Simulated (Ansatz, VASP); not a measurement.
Two plane-wave programs on Os

```
CELL_PARAMETERS angstrom
0.00000 1.91582 1.91582
1.91582 0.00000 1.91582
1.91582 1.91582 0.00000
ATOMIC_POSITIONS crystal
Os 0.00000 0.00000 0.00000
```

Change from the starting cell: strain -0.015 along x and y, -0.015 along z, atoms carried along.

Alike in both runs: task single point; functional r2SCAN; k mesh 20 × 20 × 20; occupations gaussian, width 0.15 eV; no spin polarisation.

|  | VASP | Ansatz |
| --- | --- | --- |
| version | VASP 6.6.1 | Ansatz 0.2.0 |
| potentials or method | VASP PAW PBE potentials, release 64 (Os_sv_GW), cutoff 620 eV | scalar-relativistic, plane waves, PAW |
| valence electrons in the cell | 16 | 16 |

VASP gave:

```
gap on the k mesh at the Fermi level (eV) : none
pressure (GPa)                            : -0.5
```

What did Ansatz give for the same quantities?

gap on the k mesh at the Fermi level (eV): none; pressure (GPa): 0.2.

VASP's potentials were made for PBE, not for r2SCAN. A gap of «none» marks a metal or a gap that the smearing closes.

Spin-orbit coupling is off throughout.
